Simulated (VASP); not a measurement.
Crystal: GaSb.

```xyz
2
Lattice="0.0000 3.1099 3.1099 3.1099 0.0000 3.1099 3.1099 3.1099 0.0000" Properties=species:S:1:pos:R:3 pbc="T T T"
Ga    0.0000    0.0000    0.0000
Sb    1.5550    1.5550    1.5550
```

- Program: VASP 6.6.1
- Task: relaxation of cell and atoms
- Functional: LDA
- Potentials or basis: VASP PAW LDA potentials, release 64 (Ga_d, Sb)
- Cutoff: 600 eV
- k mesh: 6 × 6 × 6
- Occupations: fermi-dirac, width 0.02 eV
- Spin: no spin polarisation

At the start: pressure -3.6 GPa; volume 30.08 Å³/atom.

Where does the relaxation end?

Over 8 steps the energy falls by 27.6 meV/atom and the volume is 27.75 Å³/atom (-7.7 %); space group F-43m (No. 216, to 0.05 Å).

The path:
```
step  energy change (eV)  largest force (eV/Å)  pressure (GPa)  volume (Å³)
   1              0.0000                0.0000           -3.63        60.16
   2             -0.0516                0.0000            1.14        54.42
   3             -0.0552                0.0000           -0.05        55.55
   4             -0.0552                0.0000            0.08        55.46
   5             -0.0552                0.0000           -0.06        55.57
   6             -0.0552                0.0000            0.04        55.49
   7             -0.0552                0.0000           -0.06        55.52
   8             -0.0552                0.0000            0.01        55.50
```

Final structure:
```yaml
crystal:
  lattice:
    - [0.00000, 3.02757, 3.02757]
    - [3.02757, 0.00000, 3.02757]
    - [3.02757, 3.02757, 0.00000]
  atoms:
    - { symbol: Ga, position: [0.00000, 0.00000, 0.00000] }
    - { symbol: Sb, position: [0.25000, 0.25000, 0.25000] }
```
